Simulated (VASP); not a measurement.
# BaTiO3 in VASP: a series of runs

BaTiO3 is run at these levels: PBEsol; tasks: single point.

Everything below comes from runs of VASP 6.6.1. Logs are shortened: lines on timing, memory, paths and dates and some standing lists are left out, and cuts for length are marked.

**1. The cell of the first run**

It takes space group P4/mmm (No. 123, tetragonal). The conventional cell has a = 4.010 Å, b = 4.010 Å, c = 3.943 Å, α = 90.00°, β = 90.00°, γ = 90.00°. Within 3.7 Å of Ba (site symmetry 4/mmm) lie 12 O at 2.81 to 2.84 Å and 8 Ti at 3.45 Å. Ti (site symmetry 4/mmm) has 6 O at 1.97 to 2.00 Å within 2.6 Å. Within 2.7 Å of O (site symmetry mmm) lie 2 Ti at 2.00 Å. Within 2.6 Å of O (site symmetry 4/mmm) lie 2 Ti at 1.97 Å.

**2. Single point, PBEsol (biaxial strain in the a-b plane: +1.0 %, then relaxed in part)**

Input file INCAR:

```
ALGO     = Normal         # electronic algorithm
EDIFF    = 1E-6           # SCF threshold, eV
ENCUT    = 910            # plane-wave cutoff, eV
GGA      = PS             # functional
GGA_COMPAT= F            
ISIF     = 2              # what is computed and relaxed
ISMEAR   = 0              # smearing method
LASPH    = T              # aspherical terms in the spheres
LCHARG   = F              # write CHGCAR
LREAL    = F              # projectors in reciprocal space
LWAVE    = F              # write WAVECAR
NBANDS   = 28             # bands
NELM     = 120            # most SCF steps
PREC     = Accurate       # precision mode
SIGMA    = 0.02           # smearing width, eV
```

Input file KPOINTS:

```
k-points
0
Gamma
  8 8 8
```

Input file POSCAR:

```
BaTiO3
1.0
    4.0095680243      0.0000000000      0.0000000000
    0.0000000000      4.0095680243      0.0000000000
    0.0000000000      0.0000000000      3.9431684957
Ba Ti O
1 1 3
Direct
    0.5000000000      0.5000000000      0.5000000000
    0.0000000000      0.0000000000      0.0000000000
    0.5000000000      0.0000000000      0.0000000000
    0.0000000000      0.5000000000      0.0000000000
    0.0000000000      0.0000000000      0.5000000000
```

Potentials or basis: VASP PAW PBE potentials, release 64 (Ba_sv, Ti_sv, O_h).

Started as:

```bash
$ cat potpaw_PBE.64/Ba_sv/POTCAR potpaw_PBE.64/Ti_sv/POTCAR potpaw_PBE.64/O_h/POTCAR > POTCAR
$ mpirun -np 1 vasp_std > vasp.out
```

OUTCAR:

```text
EDIFF = 1E-6
   ENCUT = 910
   GGA = PS
   ISIF = 2
   ISMEAR = 0
   LASPH = T
   LREAL = F
   NELM = 120
   PREC = Accurate

 ion  position               nearest neighbor table
   1  0.500  0.500  0.500-   3 2.81   4 2.81   3 2.81   4 2.81   3 2.81   3 2.81   4 2.81   4 2.81
                             5 2.84   5 2.84   5 2.84   5 2.84   2 3.45   2 3.45   2 3.45   2 3.45
   2  0.000  0.000  0.000-   5 1.97   5 1.97   3 2.00   4 2.00   4 2.00   3 2.00   1 3.45   1 3.45
                             1 3.45   1 3.45   1 3.45   1 3.45   1 3.45   1 3.45
   3  0.500  0.000  0.000-   2 2.00   2 2.00   1 2.81   1 2.81   1 2.81   1 2.81
   4  0.000  0.500  0.000-   2 2.00   2 2.00   1 2.81   1 2.81   1 2.81   1 2.81
   5  0.000  0.000  0.500-   2 1.97   2 1.97   1 2.84   1 2.84   1 2.84   1 2.84

  LATTYP: Found a simple tetragonal cell.
 ALAT       =     4.0095680243
 C/A-ratio  =     0.9834397301

  Lattice vectors:

 A1 = (   4.0095680243,   0.0000000000,   0.0000000000)
 A2 = (   0.0000000000,   4.0095680243,   0.0000000000)
 A3 = (   0.0000000000,   0.0000000000,   3.9431684957)

Analysis of symmetry for initial positions (statically):
=====================================================================
 Subroutine PRICEL returns:
 Original cell was already a primitive cell.

 Routine SETGRP: Setting up the symmetry group for a
 simple tetragonal supercell.

 Subroutine GETGRP returns: Found 16 space group operations
 (whereof 16 operations were pure point group operations)
 out of a pool of 16 trial point group operations.

The static configuration has the point symmetry D_4h.

Analysis of symmetry for dynamics (positions and initial velocities):
=====================================================================
 Subroutine PRICEL returns:
 Original cell was already a primitive cell.

 Routine SETGRP: Setting up the symmetry group for a
 simple tetragonal supercell.

 Subroutine GETGRP returns: Found 16 space group operations
 (whereof 16 operations were pure point group operations)
 out of a pool of 16 trial point group operations.

The dynamic configuration has the point symmetry D_4h.

 Subroutine INISYM returns: Found 16 space group operations
 (whereof 16 operations are pure point group operations),
 and found     1 'primitive' translations

----------------------------------------------------------------------------------------

                                     Primitive cell

  volume of cell :      63.3929

  direct lattice vectors                    reciprocal lattice vectors
     4.009568024  0.000000000  0.000000000     0.249403425  0.000000000  0.000000000
     0.000000000  4.009568024  0.000000000     0.000000000  0.249403425  0.000000000
     0.000000000  0.000000000  3.943168496     0.000000000  0.000000000  0.253603162

  length of vectors
     4.009568024  4.009568024  3.943168496     0.249403425  0.249403425  0.253603162

  position of ions in fractional coordinates (direct lattice)
     0.500000000  0.500000000  0.500000000
     0.000000000  0.000000000  0.000000000
     0.500000000  0.000000000  0.000000000
     0.000000000  0.500000000  0.000000000
     0.000000000  0.000000000  0.500000000

  ion indices of the primitive-cell ions
   primitive index   ion index
                 1           1
                 2           2
                 3           3
                 4           4
                 5           5

----------------------------------------------------------------------------------------

 KPOINTS: k-points

Automatic generation of k-mesh.
 Grid dimensions read from file:
 generate k-points for:    8    8    8

 Generating k-lattice:

  Cartesian coordinates                     Fractional coordinates (reciprocal lattice)
     0.031175428  0.000000000  0.000000000     0.125000000  0.000000000  0.000000000
     0.000000000  0.031175428  0.000000000     0.000000000  0.125000000  0.000000000
     0.000000000  0.000000000  0.031700395     0.000000000  0.000000000  0.125000000

  Length of vectors
     0.031175428  0.031175428  0.031700395

  Shift w.r.t. Gamma in fractional coordinates (k-lattice)
     0.000000000  0.000000000  0.000000000

 Subroutine IBZKPT returns following result:
 ===========================================

 Found     75 irreducible k-points:

 Following reciprocal coordinates:
            Coordinates               Weight
  0.000000  0.000000  0.000000      1.000000
  0.125000  0.000000  0.000000      4.000000
  0.250000  0.000000  0.000000      4.000000
  0.375000  0.000000  0.000000      4.000000
  0.500000  0.000000  0.000000      2.000000
  0.125000  0.125000  0.000000      4.000000
[... 16 lines left out ...]
  0.375000  0.125000  0.125000     16.000000
  0.500000  0.125000  0.125000      8.000000
 [... further k-points ...]
   k-points           NKPTS =     75   k-points in BZ     NKDIM =     75   number of bands    NBANDS=     28
   number of dos      NEDOS =    301   number of ions     NIONS =      5
   total plane-waves  NPLWV =  64000
   dimension x,y,z NGX =    40 NGY =   40 NGZ =   40
   dimension x,y,z NGXF=    80 NGYF=   80 NGZF=   80
   ions per type =               1   1   3
   NGX,Y,Z   is equivalent  to a cutoff of  16.58, 16.58, 16.86 a.u.
   NGXF,Y,Z  is equivalent  to a cutoff of  33.17, 33.17, 33.73 a.u.
 SYSTEM =  unknown system
   PREC   = accura    normal or accurate (medium, high low for compatibility)
   ISTART =      0    job   : 0-new  1-cont  2-samecut
   ICHARG =      2    charge: 1-file 2-atom 10-const
   ISPIN  =      1    spin polarized calculation?
   LNONCOLLINEAR =      F non collinear calculations
   LSORBIT =      F    spin-orbit coupling
   LASPH  =      T    aspherical Exc in radial PAW
   ENCUT  =  910.0 eV  66.88 Ry    8.18 a.u.   9.86  9.86  9.70*2*pi/ulx,y,z
   NELM   =    120;   NELMIN=  2; NELMDL= -5     # of ELM steps
   EDIFF  = 0.1E-05   stopping-criterion for ELM
   LREAL  =      F    real-space projection
[... 7 lines left out ...]
   TEBEG  =    0.0;   TEEND  =   0.0 temperature during run
   PSTRESS=    0.0 pullay stress
   NELECT =      40.0000    total number of electrons
   NUPDOWN=      -1.0000    fix difference up-down
   EMIN   =  10.00;   EMAX   =-10.00  energy-range for DOS
   EFERMI =   0.00;   METHOD = LEGACY
   ISMEAR =     0;   SIGMA  =   0.02  broadening in eV -4-tet -1-fermi 0-gaus
   EFERMI_NEDOS =   21; number of points for ismear=-14 and -15
   IALGO  =     38    algorithm
   IMIX   =      4    mixing-type and parameters
     AMIX     =   0.40;   BMIX     =  1.00
     AMIX_MAG =   1.60;   BMIX_MAG =  1.00
  volume/ion in A,a.u.               =      12.68        85.56
  Fermi-wavevector in a.u.,A,eV,Ry     =   1.404154  2.653466 26.825896  1.971648
  Thomas-Fermi vector in A             =   2.526744
   LORBIT       =      0    0 simple, 1 ext, 2 COOP (PROOUT), +10 PAW based schemes
   GGA     = PS    functional components
   LHFCALC =     F    Hartree Fock is set to
   AEXX    =    0.0000 exact exchange contribution
   IVDW    =     0    specifies the selected vdW correction
   LEPSILON=     F    determine dielectric tensor
   LRPA    =     F    only Hartree local field effects (RPA)
 non-spin polarized calculation
 Gauss-broadening in eV      SIGMA  =   0.02
  energy-cutoff  :      910.00
  volume of cell :       63.39
 maximum number of plane-waves:      3978
 NGX is ok and might be reduce to    40

 number of electron      40.0000010 magnetization

 Free energy of the ion-electron system (eV)
  ---------------------------------------------------
  ext. energy  EPLUGINS =         0.00000000
  ---------------------------------------------------
  free energy    TOTEN  =       -41.99508478 eV

  energy without entropy =      -41.99508478  energy(sigma->0) =      -41.99508478

 E-fermi :   4.2357     XC(G=0): -11.5823

 val. band max:        4.1541105143   @ k =   0.5000   0.5000   0.5000
 cond. band min:       5.8442575156   @ k =   0.0000   0.0000   0.0000
 fundamental gap:      1.6901470013
 Fermi energy:         4.2357221948

 k-point     1 :       0.0000    0.0000    0.0000
  band No.  band energies     occupation
      1     -52.1780      2.00000
      2     -28.5154      2.00000
      3     -28.5051      2.00000
      4     -28.5051      2.00000
      5     -20.5903      2.00000
      6     -12.7088      2.00000
[... 20 lines left out ...]
     27       9.1577      0.00000
     28      11.4591      0.00000

 k-point     2 :       0.1250    0.0000    0.0000
  band No.  band energies     occupation
      1     -52.1778      2.00000
      2     -28.5151      2.00000
      3     -28.5129      2.00000
      4     -28.5048      2.00000
      5     -20.5722      2.00000
      6     -12.7268      2.00000
[... 20 lines left out ...]
     27       9.4648      0.00000
     28      11.8340      0.00000

 k-point     3 :       0.2500    0.0000    0.0000
  band No.  band energies     occupation
      1     -52.1775      2.00000
      2     -28.5317      2.00000
      3     -28.5144      2.00000
      4     -28.5041      2.00000
      5     -20.5280      2.00000
      6     -12.8116      2.00000
[... 20 lines left out ...]
     27      10.2620      0.00000
     28      12.5489      0.00000

 k-point     4 :       0.3750    0.0000    0.0000
  band No.  band energies     occupation
      1     -52.1771      2.00000
      2     -28.5504      2.00000
      3     -28.5137      2.00000
      4     -28.5033      2.00000
      5     -20.4829      2.00000
      6     -12.9306      2.00000
[... 578 lines left out ...]
     27      10.7539      0.00000
     28      12.4576      0.00000

 k-point    23 :       0.3750    0.1250    0.1250
  band No.  band energies     occupation
      1     -52.1768      2.00000
      2     -28.5493      2.00000
      3     -28.5227      2.00000
      4     -28.5105      2.00000
      5     -20.4564      2.00000
      6     -12.7910      2.00000
[... 20 lines left out ...]
     27      11.6515      0.00000
     28      12.8429      0.00000

 k-point    24 :       0.5000    0.1250    0.1250
  band No.  band energies     occupation
      1     -52.1766      2.00000
      2     -28.5570      2.00000
      3     -28.5224      2.00000
      4     -28.5102      2.00000
      5     -20.4394      2.00000
      6     -12.8297      2.00000
[... 20 lines left out ...]
     27      12.0374      0.00000
     28      12.9789      0.00000

 [... further k-points ...]
[... 5 lines left out ...]
  --------------------------------------------------------------------------------------
  -------------------------------------------------------------------------------------
  Total       -0.7208874     -0.7208874      0.6401923      0.0000000      0.0000000      0.0000000
  in kB      -18.2195441    -18.2195441     16.1800750      0.0000000      0.0000000      0.0000000
  external PRESSURE =      -6.7530044 kB  Pullay stress =       0.0000000 kB

 VOLUME and BASIS-vectors are now :
 -----------------------------------------------------------------------------
  energy-cutoff  :      910.00
  volume of cell :       63.39
      direct lattice vectors                 reciprocal lattice vectors
     4.009568024  0.000000000  0.000000000     0.249403425  0.000000000  0.000000000
     0.000000000  4.009568024  0.000000000     0.000000000  0.249403425  0.000000000
     0.000000000  0.000000000  3.943168496     0.000000000  0.000000000  0.253603162

 POSITION                                       TOTAL-FORCE (eV/Angst)
 -----------------------------------------------------------------------------------
      2.00478      2.00478      1.97158         0.000000      0.000000      0.000000
      0.00000      0.00000      0.00000         0.000000      0.000000      0.000000
      2.00478      0.00000      0.00000         0.000000      0.000000      0.000000
      0.00000      2.00478      0.00000         0.000000      0.000000      0.000000
      0.00000      0.00000      1.97158         0.000000      0.000000      0.000000
 -----------------------------------------------------------------------------------
    total drift:                                0.000000      0.000000     -0.000000

  FREE ENERGIE OF THE ION-ELECTRON SYSTEM (eV)
  ---------------------------------------------------
  free  energy   TOTEN  =       -41.9950847839 eV

  energy  without entropy=      -41.9950847839  energy(sigma->0) =      -41.99508478
```

Wall time 4.6 min (1 thread of Intel Xeon Platinum 8488C (Sapphire Rapids), shared host); peak memory 0.45 GiB.

Results:

```
Free energy            : -41.9951 eV
Pressure               : -0.7 GPa
Band gap on the k mesh : 1.69 eV (least direct gap 1.82 eV)
```

Stress tensor (GPa, compression positive):
```
-1.82  0.00  0.00
 0.00 -1.82  0.00
 0.00  0.00  1.62
```

Levels at points of the mesh, in eV from the valence-band top:
```
           k point  band 16  band 17  band 18  band 19  band 20  band 21  band 22  band 23  band 24  band 25
(0.00, 0.00, 0.00)    -1.16    -1.10    -0.15    -0.15    -0.13     1.69     1.72     1.72     3.94     4.06
(0.50, 0.00, 0.00)    -2.00    -1.82    -1.82    -0.74    -0.72     1.89     3.48     3.49     4.04     6.03
(0.50, 0.50, 0.00)    -2.72    -1.74    -0.98    -0.98    -0.14     3.50     3.50     3.90     4.98     7.70
(0.00, 0.00, 0.50)    -2.01    -2.01    -1.99    -0.75    -0.75     1.88     3.63     3.63     3.95     6.11
(0.50, 0.00, 0.50)    -2.79    -1.75    -0.84    -0.83    -0.09     3.50     3.64     4.00     4.81     7.82
(0.50, 0.50, 0.50)    -2.49    -2.32    -0.04     0.00     0.00     4.18     4.26     4.26     6.61     6.70
```

Caveat: the cell differs from its parent crystal (biaxial strain in the a-b plane: +1.0 %, then relaxed in part); the cutoff is under 1.25 times the usual one of these potentials, so pressure, stress and relaxed cells hold a basis-set (Pulay) error; the PAW data sets were made with another functional, which shifts forces and pressure a little; spin-orbit coupling is left out, which moves the levels of the heavy elements. A k mesh can miss the band edges.

**3. Single point, PBEsol**

This run uses another cell than the first one: it holds 15 atoms, not 5.

Input file INCAR:

```
SYSTEM = BaTiO3
PREC = Accurate
ENCUT = 520
EDIFF = 1E-6
ISMEAR = 0
SIGMA = 0.02
LREAL = Auto
LASPH = .TRUE.
NELM = 100
ALGO = Normal
ISIF = 2
LWAVE = .FALSE.
LCHARG = .TRUE.
GGA = PS
LELF = .TRUE.
LVHAR = .TRUE.
NBANDS = 73
```

Input file KPOINTS:

```
regular mesh
0
G
  6 6 4
  0 0 0
```

Input file POSCAR:

```
BaTiO3
1.0
    0.0000000000     -3.9698693316      3.9698693316
   -3.9698693316      3.9698693316      0.0000000000
   -3.9698693316     -3.9698693316     -3.9698693316
Ba Ti O
3 3 9
Direct
    0.6666666667      0.3333333333      0.1666666667
    0.3333333333      0.6666666667      0.8333333333
    0.0000000000      0.0000000000      0.5000000000
    0.0000000000      0.0000000000      0.0000000000
    0.6666666667      0.3333333333      0.6666666667
    0.3333333333      0.6666666667      0.3333333333
    0.5000000000      1.0000000000      0.5000000000
    0.1666666667      0.3333333333      0.1666666667
    0.8333333333      0.6666666667      0.8333333333
    0.1666666667      0.8333333333      0.1666666667
    0.8333333333      0.1666666667      0.8333333333
    0.5000000000      0.5000000000      0.5000000000
    0.6666666667      0.8333333333      0.1666666667
    0.3333333333      0.1666666667      0.8333333333
    1.0000000000      0.5000000000      0.5000000000
```

Potentials or basis: VASP PAW PBE potentials, release 64 (Ba_sv, Ti_sv, O).

Started as:

```bash
$ cat potpaw_PBE.64/Ba_sv/POTCAR potpaw_PBE.64/Ti_sv/POTCAR potpaw_PBE.64/O/POTCAR > POTCAR
$ mpirun -np 1 vasp_std > vasp.out
```

Wall time 11 min (1 thread of Intel Xeon Platinum 8375C at 2.90GHz (Ice Lake), shared host); peak memory 0.41 GiB.

Results (log left out):

```
Free energy            : -125.9373 eV
Pressure               : 2.1 GPa
Band gap on the k mesh : 1.75 eV
```

Levels at points of the mesh, in eV from the valence-band top:
| k point | band 58 | band 59 | band 60 | band 61 | band 62 | band 63 |
| --- | --- | --- | --- | --- | --- | --- |
| (0.00, 0.00, 0.00) | -0.12 | -0.12 | -0.12 | 1.75 | 1.75 | 1.75 |
| (0.50, 0.00, 0.00) | -0.76 | -0.76 | -0.10 | 2.72 | 2.72 | 3.30 |
| (0.00, 0.00, 0.50) | 0.00 | 0.00 | 0.00 | 2.60 | 2.60 | 2.65 |
| (0.50, 0.00, 0.50) | -0.72 | -0.39 | -0.39 | 1.92 | 3.37 | 3.37 |

Caveat: the PAW data sets were made with another functional, which shifts forces and pressure a little; spin-orbit coupling is left out, which moves the levels of the heavy elements.
